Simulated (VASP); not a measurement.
# Cu (Im-3m) in VASP: a series of runs

The runs below take Cu through single point, with PBEsol.

All numbers are computed with VASP 6.6.1; they aren't measurements. Logs are shortened: lines on timing, memory, paths and dates and some standing lists are left out, and cuts for length are marked.

### Step 1. The cell of the first run

Symmetry: Im-3m, No. 229, cubic system. Conventional cell: a = 2.832 Å, b = 2.832 Å, c = 2.832 Å, α = 90.00°, β = 90.00°, γ = 90.00°. Within 3.2 Å of Cu (site symmetry m-3m) lie 14 Cu at 2.45 to 2.83 Å.

### Step 2. Single point, PBEsol

The input, INCAR:

```
SYSTEM = Cu
  PREC = Accurate
  ENCUT = 520
  EDIFF = 1E-7
  ISMEAR = -1
  SIGMA = 0.1
  LREAL = .FALSE.
  LASPH = .TRUE.
  NELM = 60
  ALGO = Normal
  ISIF = 2
  LWAVE = .FALSE.
  LCHARG = .FALSE.
  GGA = PS
  NBANDS = 12
```

The input, KPOINTS:

```
Automatic mesh
0
G
  15 15 15
  0 0 0
```

The input, POSCAR:

```
Cu
1.0
   -1.4158377631      1.4158377631      1.4158377631
    1.4158377631     -1.4158377631      1.4158377631
    1.4158377631      1.4158377631     -1.4158377631
Cu
1
Direct
    0.0000000000      0.0000000000      0.0000000000
```

Potentials or basis: VASP PAW PBE potentials, release 64 (Cu).

Launch:

```bash
$ cat potpaw_PBE.64/Cu/POTCAR > POTCAR
$ mpirun -np 1 vasp_std > vasp.out
```

OUTCAR:

```text
SYSTEM = Cu
   PREC = Accurate
   ENCUT = 520
   EDIFF = 1E-7
   ISMEAR = -1
   LREAL = .FALSE.
   LASPH = .TRUE.
   NELM = 60
   ISIF = 2
   GGA = PS

 ion  position               nearest neighbor table
   1  0.000  0.000  0.000-

  LATTYP: Found a body centered cubic cell.
 ALAT       =     2.8316755262

  Lattice vectors:

 A1 = (  -1.4158377631,   1.4158377631,   1.4158377631)
 A2 = (   1.4158377631,  -1.4158377631,   1.4158377631)
 A3 = (   1.4158377631,   1.4158377631,  -1.4158377631)

Analysis of symmetry for initial positions (statically):
=====================================================================
 Subroutine PRICEL returns:
 Original cell was already a primitive cell.

 Routine SETGRP: Setting up the symmetry group for a
 body centered cubic supercell.

 Subroutine GETGRP returns: Found 48 space group operations
 (whereof 48 operations were pure point group operations)
 out of a pool of 48 trial point group operations.

The static configuration has the point symmetry O_h .

Analysis of symmetry for dynamics (positions and initial velocities):
=====================================================================
 Subroutine PRICEL returns:
 Original cell was already a primitive cell.

 Routine SETGRP: Setting up the symmetry group for a
 body centered cubic supercell.

 Subroutine GETGRP returns: Found 48 space group operations
 (whereof 48 operations were pure point group operations)
 out of a pool of 48 trial point group operations.

The dynamic configuration has the point symmetry O_h .

 Subroutine INISYM returns: Found 48 space group operations
 (whereof 48 operations are pure point group operations),
 and found     1 'primitive' translations

----------------------------------------------------------------------------------------

                                     Primitive cell

  volume of cell :      11.3527

  direct lattice vectors                    reciprocal lattice vectors
    -1.415837763  1.415837763  1.415837763     0.000000000  0.353147806  0.353147806
     1.415837763 -1.415837763  1.415837763     0.353147806  0.000000000  0.353147806
     1.415837763  1.415837763 -1.415837763     0.353147806  0.353147806  0.000000000

  length of vectors
     2.452302941  2.452302941  2.452302941     0.499426417  0.499426417  0.499426417

  position of ions in fractional coordinates (direct lattice)
     0.000000000  0.000000000  0.000000000

  ion indices of the primitive-cell ions
   primitive index   ion index
                 1           1

----------------------------------------------------------------------------------------

 KPOINTS: Automatic mesh

Automatic generation of k-mesh.
 Grid dimensions read from file:
 generate k-points for:   15   15   15

 Generating k-lattice:

  Cartesian coordinates                     Fractional coordinates (reciprocal lattice)
     0.000000000  0.023543187  0.023543187     0.066666667  0.000000000  0.000000000
     0.023543187  0.000000000  0.023543187     0.000000000  0.066666667  0.000000000
     0.023543187  0.023543187  0.000000000     0.000000000  0.000000000  0.066666667

  Length of vectors
     0.033295094  0.033295094  0.033295094

  Shift w.r.t. Gamma in fractional coordinates (k-lattice)
     0.000000000  0.000000000  0.000000000

 Subroutine IBZKPT returns following result:
 ===========================================

 Found    120 irreducible k-points:

 Following reciprocal coordinates:
            Coordinates               Weight
  0.000000  0.000000  0.000000      1.000000
  0.066667  0.000000  0.000000     12.000000
  0.133333  0.000000  0.000000     12.000000
  0.200000  0.000000  0.000000     12.000000
  0.266667  0.000000  0.000000     12.000000
  0.333333  0.000000  0.000000     12.000000
[... 16 lines left out ...]
  0.333333  0.200000 -0.000000     48.000000
  0.400000  0.200000 -0.000000     24.000000
 [... further k-points ...]
   k-points           NKPTS =    120   k-points in BZ     NKDIM =    120   number of bands    NBANDS=     12
   number of dos      NEDOS =    301   number of ions     NIONS =      1
   total plane-waves  NPLWV =   5832
   dimension x,y,z NGX =    18 NGY =   18 NGZ =   18
   dimension x,y,z NGXF=    36 NGYF=   36 NGZF=   36
   ions per type =               1
   NGX,Y,Z   is equivalent  to a cutoff of  12.20, 12.20, 12.20 a.u.
   NGXF,Y,Z  is equivalent  to a cutoff of  24.41, 24.41, 24.41 a.u.
 SYSTEM =  Cu
   PREC   = accura    normal or accurate (medium, high low for compatibility)
   ISTART =      0    job   : 0-new  1-cont  2-samecut
   ICHARG =      2    charge: 1-file 2-atom 10-const
   ISPIN  =      1    spin polarized calculation?
   LNONCOLLINEAR =      F non collinear calculations
   LSORBIT =      F    spin-orbit coupling
   LASPH  =      T    aspherical Exc in radial PAW
   ENCUT  =  520.0 eV  38.22 Ry    6.18 a.u.   4.56  4.56  4.56*2*pi/ulx,y,z
   NELM   =     60;   NELMIN=  2; NELMDL= -5     # of ELM steps
   EDIFF  = 0.1E-06   stopping-criterion for ELM
   LREAL  =      F    real-space projection
   EDIFFG = 0.1E-05   stopping-criterion for IOM
   NSW    =      0    number of steps for IOM
   IBRION =     -1    ionic relax: 0-MD 1-quasi-New 2-CG
   NFREE  =      0    steps in history (QN), initial steepest desc. (CG)
   ISIF   =      2    stress and relaxation
   ISYM   =      2    0-nonsym 1-usesym 2-fastsym
   POTIM  = 0.5000    time-step for ionic-motion
   TEBEG  =    0.0;   TEEND  =   0.0 temperature during run
   PSTRESS=    0.0 pullay stress
   NELECT =      11.0000    total number of electrons
   NUPDOWN=      -1.0000    fix difference up-down
   EMIN   =  10.00;   EMAX   =-10.00  energy-range for DOS
   EFERMI =   0.00;   METHOD = LEGACY
   ISMEAR =    -1;   SIGMA  =   0.10  broadening in eV -4-tet -1-fermi 0-gaus
   EFERMI_NEDOS =   21; number of points for ismear=-14 and -15
   IALGO  =     38    algorithm
   IMIX   =      4    mixing-type and parameters
     AMIX     =   0.40;   BMIX     =  1.00
     AMIX_MAG =   1.60;   BMIX_MAG =  1.00
  volume/ion in A,a.u.               =      11.35        76.61
  Fermi-wavevector in a.u.,A,eV,Ry     =   1.619965  3.061290 35.705577  2.624286
  Thomas-Fermi vector in A             =   2.713980
   LORBIT       =      0    0 simple, 1 ext, 2 COOP (PROOUT), +10 PAW based schemes
   GGA     = PS    functional components
   LHFCALC =     F    Hartree Fock is set to
   AEXX    =    0.0000 exact exchange contribution
   IVDW    =     0    specifies the selected vdW correction
   LEPSILON=     F    determine dielectric tensor
   LRPA    =     F    only Hartree local field effects (RPA)
 non-spin polarized calculation
  energy-cutoff  :      520.00
  volume of cell :       11.35
 maximum number of plane-waves:       321
   NGX =  9   NGY =  9   NGZ =  9

 number of electron      10.9999994 magnetization

 Free energy of the ion-electron system (eV)
  ---------------------------------------------------
  ext. energy  EPLUGINS =         0.00000000
  ---------------------------------------------------
  free energy    TOTEN  =        -4.27825308 eV

  energy without entropy =       -4.26917432  energy(sigma->0) =       -4.27371370

 E-fermi :   7.8558     XC(G=0): -13.1414

 val. band max:        7.7750491852   @ k =   0.4667   0.0667   0.0000
 cond. band min:       7.9057517072   @ k =  -0.3333   0.4667   0.0667
 fundamental gap:      0.1307025220
 Fermi energy:         7.8558446486

 k-point     1 :       0.0000    0.0000    0.0000
  band No.  band energies     occupation
      1      -1.7902      2.00000
      2       4.6691      2.00000
      3       4.6691      2.00000
      4       4.6691      2.00000
      5       5.7516      2.00000
      6       5.7516      2.00000
      7      33.3273      0.00000
      8      33.3273      0.00000
      9      33.3273      0.00000
     10      37.2342      0.00000
     11      37.2342      0.00000
     12      37.2342      0.00000

 k-point     2 :       0.0667    0.0000    0.0000
  band No.  band energies     occupation
      1      -1.6139      2.00000
      2       4.6349      2.00000
      3       4.6672      2.00000
      4       4.7388      2.00000
      5       5.7182      2.00000
      6       5.7542      2.00000
      7      31.5140      0.00000
      8      32.8494      0.00000
      9      32.9215      0.00000
     10      35.2375      0.00000
     11      35.5408      0.00000
     12      35.8345      0.00000

 k-point     3 :       0.1333    0.0000    0.0000
  band No.  band energies     occupation
      1      -1.0945      2.00000
      2       4.5389      2.00000
      3       4.6515      2.00000
      4       4.9401      2.00000
      5       5.6438      2.00000
      6       5.7628      2.00000
      7      28.0583      0.00000
      8      31.3728      0.00000
      9      32.1134      0.00000
     10      32.9402      0.00000
     11      34.4460      0.00000
     12      35.8693      0.00000

 k-point     4 :       0.2000    0.0000    0.0000
  band No.  band energies     occupation
      1      -0.2662      2.00000
      2       4.3994      2.00000
      3       4.6107      2.00000
      4       5.2488      2.00000
      5       5.5886      2.00000
      6       5.7785      2.00000
      7      24.4217      0.00000
      8      29.6747      0.00000
      9      30.8478      0.00000
     10      31.3205      0.00000
     11      33.7152      0.00000
     12      36.7958      0.00000

 k-point     5 :       0.2667    0.0000    0.0000
  band No.  band energies     occupation
      1       0.7811      2.00000
      2       4.2420      2.00000
      3       4.6065      2.00000
      4       5.5923      2.00000
      5       5.6234      2.00000
      6       5.8013      2.00000
      7      20.9141      0.00000
      8      28.1729      0.00000
      9      29.0293      0.00000
     10      30.6724      0.00000
     11      33.2496      0.00000
     12      38.2298      0.00000

 k-point     6 :       0.3333    0.0000    0.0000
  band No.  band energies     occupation
      1       1.8084      2.00000
      2       4.0939      2.00000
      3       4.8753      2.00000
      4       5.6442      2.00000
      5       5.8279      2.00000
      6       6.0050      2.00000
      7      17.6592      0.00000
      8      26.9853      0.00000
      9      27.5560      0.00000
     10      30.1939      0.00000
     11      32.9909      0.00000
     12      40.0609      0.00000

 k-point     7 :       0.4000    0.0000    0.0000
  band No.  band energies     occupation
      1       2.4221      2.00000
      2       3.9800      2.00000
      3       5.5989      2.00000
      4       5.8522      2.00000
      5       5.8653      2.00000
      6       6.3220      2.00000
      7      14.8043      0.00000
      8      26.1662      0.00000
      9      26.5072      0.00000
     10      29.8820      0.00000
     11      32.8732      0.00000
     12      42.1071      0.00000

 k-point     8 :       0.4667    0.0000    0.0000
  band No.  band energies     occupation
      1       2.6113      2.00000
      2       3.9183      2.00000
      3       5.7004      2.00000
      4       5.8668      2.00000
      5       6.5034      2.00000
      6       6.9474      1.99977
      7      12.7764      0.00000
      8      25.7482      0.00000
      9      25.9587      0.00000
     10      29.7287      0.00000
     11      32.8340      0.00000
     12      42.2976      0.00000
[... 166 lines left out ...]
 k-point    20 :       0.4000    0.1333    0.0000
  band No.  band energies     occupation
      1       2.9058      2.00000
      2       3.9563      2.00000
      3       5.1560      2.00000
      4       5.6856      2.00000
      5       6.0748      2.00000
      6       8.5208      0.00259
      7      12.9833      0.00000
      8      21.4010      0.00000
      9      25.5796      0.00000
     10      31.8973      0.00000
     11      36.8664      0.00000
     12      39.7198      0.00000

 k-point    21 :       0.2000    0.2000    0.0000
  band No.  band energies     occupation
      1       2.1755      2.00000
      2       4.1508      2.00000
      3       4.2867      2.00000
      4       5.5397      2.00000
      5       5.8942      2.00000
      6       6.6247      1.99999
      7      19.9432      0.00000
      8      20.3782      0.00000
      9      26.8379      0.00000
     10      33.1606      0.00000
     11      35.8789      0.00000
     12      40.4944      0.00000

 k-point    22 :       0.2667    0.2000    0.0000
  band No.  band energies     occupation
      1       2.9094      2.00000
      2       4.0346      2.00000
      3       4.3862      2.00000
      4       5.6050      2.00000
      5       5.9348      2.00000
      6       7.5628      1.89869
      7      17.0205      0.00000
      8      19.2996      0.00000
      9      26.0042      0.00000
     10      33.2438      0.00000
     11      36.5591      0.00000
     12      40.9875      0.00000

 k-point    23 :       0.3333    0.2000   -0.0000
  band No.  band energies     occupation
      1       3.1819      2.00000
      2       3.9855      2.00000
      3       4.6196      2.00000
      4       5.6762      2.00000
      5       5.9839      2.00000
      6       8.8918      0.00006
      7      14.3222      0.00000
      8      18.7398      0.00000
      9      25.4830      0.00000
     10      33.1721      0.00000
     11      37.6467      0.00000
     12      40.6565      0.00000

 k-point    24 :       0.4000    0.2000   -0.0000
  band No.  band energies     occupation
      1       3.2217      2.00000
      2       3.9735      2.00000
      3       4.7309      2.00000
      4       5.7020      2.00000
      5       6.0157      2.00000
      6       9.9367      0.00000
      7      12.8197      0.00000
      8      18.5492      0.00000
      9      25.3056      0.00000
     10      33.1330      0.00000
     11      38.3475      0.00000
     12      40.3334      0.00000

 [... further k-points ...]
[... 5 lines left out ...]
  --------------------------------------------------------------------------------------
  -------------------------------------------------------------------------------------
  Total        0.0522826      0.0522826      0.0522826      0.0000000      0.0000000      0.0000000
  in kB        7.3784897      7.3784897      7.3784897      0.0000000      0.0000000      0.0000000
  external PRESSURE =       7.3784897 kB  Pullay stress =       0.0000000 kB

 VOLUME and BASIS-vectors are now :
 -----------------------------------------------------------------------------
  energy-cutoff  :      520.00
  volume of cell :       11.35
      direct lattice vectors                 reciprocal lattice vectors
    -1.415837763  1.415837763  1.415837763     0.000000000  0.353147806  0.353147806
     1.415837763 -1.415837763  1.415837763     0.353147806  0.000000000  0.353147806
     1.415837763  1.415837763 -1.415837763     0.353147806  0.353147806  0.000000000

 POSITION                                       TOTAL-FORCE (eV/Angst)
 -----------------------------------------------------------------------------------
      0.00000      0.00000      0.00000         0.000000      0.000000      0.000000
 -----------------------------------------------------------------------------------
    total drift:                                0.000000     -0.000000      0.000000

  FREE ENERGIE OF THE ION-ELECTRON SYSTEM (eV)
  ---------------------------------------------------
  free  energy   TOTEN  =        -4.2782530750 eV

  energy  without entropy=       -4.2691743169  energy(sigma->0) =       -4.27371370
```

Run time: 5.6 s. Hardware: 1 thread of Intel Xeon 6975P-C (Granite Rapids), shared host; peak memory 0.12 GiB.

What came out:

```yaml
Free_energy: -4.2783 eV
Pressure: 0.7 GPa
```

Levels at points of the mesh, in eV from the Fermi level:
```csv
k point,band 2,band 3,band 4,band 5,band 6,band 7,band 8,band 9,band 10,band 11
"(0.00, 0.00, 0.00)",-3.19,-3.19,-3.19,-2.10,-2.10,25.47,25.47,25.47,29.38,29.38
```

Caveat: the PAW data sets were made with another functional, which shifts forces and pressure a little.

(Part 1 of 2 ends here.)
